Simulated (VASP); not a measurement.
# MgS: single point with r2SCAN

Crystal: MgS.

```xyz
2
Lattice="0.0000 2.6016 2.6147 2.6016 0.0000 2.6147 2.6016 2.6016 0.0000" Properties=species:S:1:pos:R:3 pbc="T T T"
Mg    0.0000    0.0000    0.0000
S     2.6016    2.6016    2.6147
```

This cell differs from its parent crystal: z stretched by +0.5 %, x and y held.

| Property | Result |
| --- | --- |
| Program | VASP 6.6.1 |
| Task | single point |
| Functional | r2SCAN |
| Potentials or basis | VASP PAW PBE potentials, release 64 (Mg, S) |
| Cutoff | 660 eV |
| k mesh | 8 × 8 × 8 |
| Occupations | gaussian, width 0.01 eV |
| Spin | no spin polarisation |

```json
{"Pressure": "-0.8 GPa", "Band gap on the k mesh": "3.40 eV (least direct gap 4.56 eV)"}
```

Stress tensor (GPa, compression positive):
```
-0.68  0.00  0.00
 0.00 -0.68  0.00
 0.00  0.00 -1.19
```

Levels at points of the mesh, in eV from the valence-band top:
```
           k point  band 1  band 2  band 3  band 4  band 5  band 6  band 7  band 8
(0.00, 0.00, 0.00)  -13.17   -0.02   -0.02    0.00    4.56    8.48    8.54    8.54
(0.50, 0.00, 0.00)  -11.85   -4.86   -0.64   -0.62    5.19    7.46    7.51   11.16
(0.50, 0.50, 0.00)  -11.48   -4.26   -1.72   -1.72    3.43    4.94   13.04   13.45
(0.50, 0.00, 0.50)  -11.46   -4.26   -1.76   -1.72    3.40    4.92   13.09   13.46
```

Run time: 66 s on 1 thread of Intel(R) Xeon(R) Platinum 8488C (Sapphire Rapids), on a shared host, peak memory 0.2 GiB.

Caveat: the cell differs from its parent crystal (z stretched by +0.5 %, x and y held); the PAW data sets were made with another functional, which shifts forces and pressure a little. A k mesh can miss the band edges.
